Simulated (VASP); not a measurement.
# In16H (a cell with a defect) in VASP: single point with PBEsol

Aim: the single point of In16H (a cell with a defect) with PBEsol.

Program: VASP 6.6.1. These are calculated values, not measurements. Logs are shortened: lines on timing, memory, paths and dates and some standing lists are left out, and cuts for length are marked.

## (1) The cell of the first run

The cell holds a defect, 17 atoms: a = 7.452 Å, b = 7.452 Å, c = 7.452 Å, α = 90.00°, β = 90.00°, γ = 90.00°.

## (2) Single point, PBEsol

INCAR reads:

```
ALGO     = Normal         # electronic algorithm
EDIFF    = 1E-6           # SCF threshold, eV
ENCUT    = 520            # plane-wave cutoff, eV
GGA      = PS             # functional
ISIF     = 2              # what is computed and relaxed
ISMEAR   = 0              # smearing method
LASPH    = T              # aspherical terms in the spheres
LCHARG   = T              # write CHGCAR
LELF     = T              # ELF
LREAL    = Auto         
LVHAR    = T            
LWAVE    = F              # write WAVECAR
NBANDS   = 118            # bands
NELM     = 100            # most SCF steps
PREC     = Accurate       # precision mode
SIGMA    = 0.1            # smearing width, eV
```

KPOINTS reads:

```
k-points
0
Gamma
  3 3 3
```

POSCAR reads:

```
In16H
1.0
    7.4517846848      0.0000000000      0.0000000000
    0.0000000000      7.4517846848      0.0000000000
    0.0000000000      0.0000000000      7.4517846848
In H
16 1
Direct
   -0.0015068873     -0.0194662093     -0.0014095952
    0.5029796429     -0.0218543620     -0.0011889769
   -0.0118582331      0.5104842881      0.0011889769
    0.0097573941      0.0120584536      0.5025753103
    0.2506109716      0.2700315542      0.2517584819
    0.5119384364      0.5122317890      0.0013971150
    0.4899383375      0.0102077560      0.5022920224
    0.7489091857      0.2380087556      0.2403124991
   -0.0195480688      0.4936973028      0.4981095344
    0.2491985583      0.7409953768      0.2624795378
    0.2508038113      0.2745813368      0.7453818427
    0.5192670164      0.4955088152      0.4978873058
    0.7511874318      0.7579289041      0.2692379188
    0.7486735374      0.2416787489      0.7604740662
    0.2493889825      0.7378865913      0.7376286665
    0.7509481603      0.7544912042      0.7314951023
    0.2533128747      0.1256948556     -0.0068273578
```

Potentials or basis: VASP PAW PBE potentials, release 64 (In_d, H).

Command:

```bash
$ cat potpaw_PBE.64/In_d/POTCAR potpaw_PBE.64/H/POTCAR > POTCAR
$ mpirun -np 1 vasp_std > vasp.out
```

OUTCAR:

```text
EDIFF = 1E-6
   ENCUT = 520
   GGA = PS
   ISIF = 2
   ISMEAR = 0
   LASPH = T
   LREAL = Auto
   NELM = 100
   PREC = Accurate

 ion  position               nearest neighbor table
   1  0.998  0.981  0.999-  17 2.19  16 3.19  13 3.20   8 3.22  14 3.23  10 3.25  15 3.25   5 3.43
                            11 3.45   3 3.50   2 3.69   4 3.70   2 3.76   4 3.76   3 3.95
   2  0.503  0.978  0.999-  17 2.16  16 3.19  13 3.19   8 3.22  14 3.22  10 3.25  15 3.25   5 3.44
                            11 3.46   6 3.47   1 3.69   7 3.71   1 3.76   7 3.76   6 3.98
   3  0.988  0.510  0.001-  14 3.23  16 3.24   8 3.24  13 3.24  15 3.24   5 3.24  10 3.24  11 3.25
                             1 3.50   6 3.55   9 3.71   9 3.75   6 3.90   1 3.95
   4  0.010  0.012  0.503-  16 3.21  13 3.21  11 3.21  14 3.23   5 3.23  15 3.23   8 3.23  10 3.23
                             7 3.58   9 3.60   1 3.70   1 3.76   9 3.87   7 3.87
   5  0.251  0.270  0.252-  17 2.21  12 3.19   9 3.19   4 3.23   7 3.23   3 3.24   6 3.25   1 3.43
                             2 3.44  10 3.51  11 3.68   8 3.72   8 3.75  11 3.77  10 3.94
   6  0.512  0.512  0.001-  14 3.22   8 3.23  16 3.24  13 3.24  15 3.24  10 3.24   5 3.25  11 3.25
                             2 3.47   3 3.55  12 3.70  12 3.75   3 3.90   2 3.98
   7  0.490  0.010  0.502-  16 3.21  11 3.22  13 3.22  14 3.22  15 3.23   5 3.23   8 3.23  10 3.23
                             4 3.58  12 3.62   2 3.71   2 3.76  12 3.84   4 3.87
   8  0.749  0.238  0.240-  12 3.21   9 3.21   2 3.22   1 3.22   7 3.23   4 3.23   6 3.23   3 3.24
                            14 3.58  13 3.58   5 3.72   5 3.75  14 3.88  13 3.88
   9  0.980  0.494  0.498-  13 3.12  16 3.12  11 3.18   5 3.19   8 3.21  14 3.21  10 3.24  15 3.24
                            12 3.44   4 3.60   3 3.71   3 3.75   4 3.87  12 4.02
  10  0.249  0.741  0.262-   7 3.23   4 3.23  12 3.24   9 3.24   6 3.24   3 3.24   1 3.25   2 3.25
                             5 3.51  15 3.54  13 3.71  13 3.74  15 3.91   5 3.94
  11  0.251  0.275  0.745-  17 2.15  12 3.18   9 3.18   4 3.21   7 3.22   3 3.25   6 3.25   1 3.45
                            15 3.45   2 3.46   5 3.68  14 3.72  14 3.75   5 3.77  15 4.00
  12  0.519  0.496  0.498-  13 3.12  16 3.12  11 3.18   5 3.19   8 3.21  14 3.21  10 3.24  15 3.24
                             9 3.44   7 3.62   6 3.70   6 3.75   7 3.84   9 4.02
  13  0.751  0.758  0.269-   9 3.12  12 3.12   2 3.19   1 3.20   4 3.21   7 3.22   3 3.24   6 3.24
                            16 3.44   8 3.58  10 3.71  10 3.74   8 3.88  16 4.01
  14  0.749  0.242  0.760-  12 3.21   9 3.21   2 3.22   7 3.22   6 3.22   1 3.23   4 3.23   3 3.23
                             8 3.58  16 3.64  11 3.72  11 3.75  16 3.83   8 3.88
  15  0.249  0.738  0.738-   7 3.23   4 3.23  12 3.24   9 3.24   3 3.24   6 3.24   1 3.25   2 3.25
                            11 3.45  10 3.54  16 3.72  16 3.74  10 3.91  11 4.00
  16  0.751  0.754  0.731-   9 3.12  12 3.12   2 3.19   1 3.19   4 3.21   7 3.21   3 3.24   6 3.24
                            13 3.44  14 3.64  15 3.72  15 3.74  14 3.83  13 4.01
  17  0.253  0.126  0.993-  11 2.15   2 2.16   1 2.19   5 2.21

  LATTYP: Found a simple cubic cell.
 ALAT       =     7.4517846848

  Lattice vectors:

 A1 = (   7.4517846848,   0.0000000000,   0.0000000000)
 A2 = (   0.0000000000,   7.4517846848,   0.0000000000)
 A3 = (   0.0000000000,   0.0000000000,   7.4517846848)

Analysis of symmetry for initial positions (statically):
=====================================================================
 Subroutine PRICEL returns:
 Original cell was already a primitive cell.

 Routine SETGRP: Setting up the symmetry group for a
 simple cubic supercell.

 Subroutine GETGRP returns: Found  1 space group operations
 (whereof  1 operations were pure point group operations)
 out of a pool of 48 trial point group operations.

The static configuration has the point symmetry C_1 .

Analysis of symmetry for dynamics (positions and initial velocities):
=====================================================================
 Subroutine PRICEL returns:
 Original cell was already a primitive cell.

 Routine SETGRP: Setting up the symmetry group for a
 simple cubic supercell.

 Subroutine GETGRP returns: Found  1 space group operations
 (whereof  1 operations were pure point group operations)
 out of a pool of 48 trial point group operations.

The dynamic configuration has the point symmetry C_1 .

 Subroutine INISYM returns: Found  1 space group operations
 (whereof  1 operations are pure point group operations),
 and found     1 'primitive' translations

----------------------------------------------------------------------------------------

                                     Primitive cell

  volume of cell :     413.7909

  direct lattice vectors                    reciprocal lattice vectors
     7.451784685  0.000000000  0.000000000     0.134196041  0.000000000  0.000000000
     0.000000000  7.451784685  0.000000000     0.000000000  0.134196041  0.000000000
     0.000000000  0.000000000  7.451784685     0.000000000  0.000000000  0.134196041

  length of vectors
     7.451784685  7.451784685  7.451784685     0.134196041  0.134196041  0.134196041

  position of ions in fractional coordinates (direct lattice)
     0.998493113  0.980533791  0.998590405
     0.502979643  0.978145638  0.998811023
     0.988141767  0.510484288  0.001188977
     0.009757394  0.012058454  0.502575310
     0.250610972  0.270031554  0.251758482
     0.511938436  0.512231789  0.001397115
[... 9 lines left out ...]
     0.750948160  0.754491204  0.731495102
     0.253312875  0.125694856  0.993172642

  ion indices of the primitive-cell ions
   primitive index   ion index
                 1           1
                 2           2
                 3           3
                 4           4
                 5           5
                 6           6
[... 9 lines left out ...]
                16          16
                17          17

----------------------------------------------------------------------------------------

 KPOINTS: k-points

Automatic generation of k-mesh.
 Grid dimensions read from file:
 generate k-points for:    3    3    3

 Generating k-lattice:

  Cartesian coordinates                     Fractional coordinates (reciprocal lattice)
     0.044732014  0.000000000  0.000000000     0.333333333  0.000000000  0.000000000
     0.000000000  0.044732014  0.000000000     0.000000000  0.333333333  0.000000000
     0.000000000  0.000000000  0.044732014     0.000000000  0.000000000  0.333333333

  Length of vectors
     0.044732014  0.044732014  0.044732014

  Shift w.r.t. Gamma in fractional coordinates (k-lattice)
     0.000000000  0.000000000  0.000000000

 Subroutine IBZKPT returns following result:
 ===========================================

 Found     14 irreducible k-points:

 Following reciprocal coordinates:
            Coordinates               Weight
  0.000000  0.000000  0.000000      1.000000
  0.333333  0.000000  0.000000      2.000000
  0.000000  0.333333  0.000000      2.000000
  0.000000  0.000000  0.333333      2.000000
  0.333333  0.333333  0.000000      2.000000
  0.000000  0.333333  0.333333      2.000000
  0.333333  0.000000  0.333333      2.000000
 -0.333333  0.333333  0.000000      2.000000
 -0.333333  0.000000  0.333333      2.000000
  0.000000 -0.333333  0.333333      2.000000
  0.333333  0.333333  0.333333      2.000000
 -0.333333  0.333333  0.333333      2.000000
 -0.333333 -0.333333  0.333333      2.000000
  0.333333 -0.333333  0.333333      2.000000
   k-points           NKPTS =     14   k-points in BZ     NKDIM =     14   number of bands    NBANDS=    118
   number of dos      NEDOS =    301   number of ions     NIONS =     17
   total plane-waves  NPLWV = 175616
   dimension x,y,z NGX =    56 NGY =   56 NGZ =   56
   dimension x,y,z NGXF=   112 NGYF=  112 NGZF=  112
   ions per type =              16   1
   NGX,Y,Z   is equivalent  to a cutoff of  12.49, 12.49, 12.49 a.u.
   NGXF,Y,Z  is equivalent  to a cutoff of  24.99, 24.99, 24.99 a.u.
 SYSTEM =  unknown system
   PREC   = accura    normal or accurate (medium, high low for compatibility)
   ISTART =      0    job   : 0-new  1-cont  2-samecut
   ICHARG =      2    charge: 1-file 2-atom 10-const
   ISPIN  =      1    spin polarized calculation?
   LNONCOLLINEAR =      F non collinear calculations
   LSORBIT =      F    spin-orbit coupling
   LASPH  =      T    aspherical Exc in radial PAW
   ENCUT  =  520.0 eV  38.22 Ry    6.18 a.u.  13.86 13.86 13.86*2*pi/ulx,y,z
   NELM   =    100;   NELMIN=  2; NELMDL= -5     # of ELM steps
   EDIFF  = 0.1E-05   stopping-criterion for ELM
   LREAL  =      T    real-space projection
   EDIFFG = 0.1E-04   stopping-criterion for IOM
   NSW    =      0    number of steps for IOM
   IBRION =     -1    ionic relax: 0-MD 1-quasi-New 2-CG
   NFREE  =      0    steps in history (QN), initial steepest desc. (CG)
   ISIF   =      2    stress and relaxation
   ISYM   =      2    0-nonsym 1-usesym 2-fastsym
   POTIM  = 0.5000    time-step for ionic-motion
   TEBEG  =    0.0;   TEEND  =   0.0 temperature during run
   PSTRESS=    0.0 pullay stress
   NELECT =     209.0000    total number of electrons
   NUPDOWN=      -1.0000    fix difference up-down
   EMIN   =  10.00;   EMAX   =-10.00  energy-range for DOS
   EFERMI =   0.00;   METHOD = LEGACY
   ISMEAR =     0;   SIGMA  =   0.10  broadening in eV -4-tet -1-fermi 0-gaus
   EFERMI_NEDOS =   21; number of points for ismear=-14 and -15
   IALGO  =     38    algorithm
   IMIX   =      4    mixing-type and parameters
     AMIX     =   0.40;   BMIX     =  1.00
     AMIX_MAG =   1.60;   BMIX_MAG =  1.00
  volume/ion in A,a.u.               =      24.34       164.26
  Fermi-wavevector in a.u.,A,eV,Ry     =   1.303757  2.463743 23.126940  1.699782
  Thomas-Fermi vector in A             =   2.434738
   LORBIT       =      0    0 simple, 1 ext, 2 COOP (PROOUT), +10 PAW based schemes
   GGA     = PS    functional components
   LHFCALC =     F    Hartree Fock is set to
   AEXX    =    0.0000 exact exchange contribution
   IVDW    =     0    specifies the selected vdW correction
   LEPSILON=     F    determine dielectric tensor
   LRPA    =     F    only Hartree local field effects (RPA)
 non-spin polarized calculation
 Gauss-broadening in eV      SIGMA  =   0.10
  energy-cutoff  :      520.00
  volume of cell :      413.79
 maximum number of plane-waves:     11161
   NGX = 27   NGY = 27   NGZ = 27

 number of electron     209.0000050 magnetization

 Free energy of the ion-electron system (eV)
  ---------------------------------------------------
  ext. energy  EPLUGINS =         0.00000000
  ---------------------------------------------------
  free energy    TOTEN  =       -50.12154213 eV

  energy without entropy =      -50.05572509  energy(sigma->0) =      -50.08863361

 E-fermi :   7.4027     XC(G=0): -10.4948

 val. band max:        7.3469550846   @ k =   0.0000  -0.3333   0.3333
 cond. band min:       7.4194442906   @ k =   0.3333   0.3333   0.3333
 fundamental gap:      0.0724892060
 Fermi energy:         7.4026580913

 k-point     1 :       0.0000    0.0000    0.0000
  band No.  band energies     occupation
      1      -7.2252      2.00000
      2      -7.1992      2.00000
      3      -7.1987      2.00000
      4      -7.1959      2.00000
      5      -7.1957      2.00000
      6      -7.1949      2.00000
[... 108 lines left out ...]
    115      12.0592      0.00000
    116      12.1043      0.00000
[... 1545 lines left out ...]
    115       8.9716      0.00000
    116       9.0233      0.00000
 [bands above 116 left out]

------------------------ aborting loop because EDIFF is reached ----------------------------------------

  FORCE on cell =-STRESS in cart. coord.  units (eV):
  Direction    XX          YY          ZZ          XY          YZ          ZX
  --------------------------------------------------------------------------------------
  -------------------------------------------------------------------------------------
  Total        0.9292451      2.3002557      0.8717091      0.0064047      0.0444836      0.0144633
  in kB        3.5979903      8.9064740      3.3752135      0.0247986      0.1722383      0.0560012
  external PRESSURE =       5.2932259 kB  Pullay stress =       0.0000000 kB

 VOLUME and BASIS-vectors are now :
 -----------------------------------------------------------------------------
  energy-cutoff  :      520.00
  volume of cell :      413.79
      direct lattice vectors                 reciprocal lattice vectors
     7.451784685  0.000000000  0.000000000     0.134196041  0.000000000  0.000000000
     0.000000000  7.451784685  0.000000000     0.000000000  0.134196041  0.000000000
     0.000000000  0.000000000  7.451784685     0.000000000  0.000000000  0.134196041

 POSITION                                       TOTAL-FORCE (eV/Angst)
 -----------------------------------------------------------------------------------
      7.44056      7.30673      7.44128        -0.003779      0.007229      0.004960
      3.74810      7.28893      7.44292         0.026412     -0.011726     -0.005438
      7.36342      3.80402      0.00886         0.004532     -0.009307      0.007839
      0.07271      0.08986      3.74508        -0.007910      0.010322     -0.000677
      1.86750      2.01222      1.87605         0.001627     -0.008165      0.006847
      3.81485      3.81704      0.01041        -0.016465     -0.000188      0.011878
[... 9 lines left out ...]
      5.59590      5.62231      5.45094        -0.001228     -0.004972     -0.008424
      1.88763      0.93665      7.40091         0.000854      0.000837      0.002153
 -----------------------------------------------------------------------------------
    total drift:                               -0.034100     -0.000100      0.011946

  FREE ENERGIE OF THE ION-ELECTRON SYSTEM (eV)
  ---------------------------------------------------
  free  energy   TOTEN  =       -50.1215421268 eV

  energy  without entropy=      -50.0557250928  energy(sigma->0) =      -50.08863361
```

Run time: 25 min. Hardware: 1 thread of Intel Xeon Platinum 8175M at 2.50GHz (Skylake/Cascade Lake), shared host; peak memory 0.66 GiB.

What came out:

```
Free energy   : -50.1215 eV
Pressure      : 0.5 GPa
Largest force : 0.030 eV/Å
```

Forces on the atoms (eV/Å):
```
In  -0.004  0.007  0.005
In   0.026 -0.012 -0.005
In   0.005 -0.009  0.008
In  -0.008  0.010 -0.001
In   0.002 -0.008  0.007
In  -0.016  0.000  0.012
In  -0.001  0.010 -0.004
In  -0.001 -0.001  0.005
In  -0.022 -0.011 -0.017
In  -0.002 -0.001 -0.014
In   0.003  0.012 -0.011
In   0.017  0.009 -0.017
In   0.008  0.004  0.016
In   0.009 -0.009  0.014
In  -0.014  0.004  0.009
In  -0.001 -0.005 -0.008
H    0.001  0.001  0.002
```

Caveat: the PAW data sets were made with another functional, which shifts forces and pressure a little; spin-orbit coupling is left out, which moves the levels of the heavy elements.
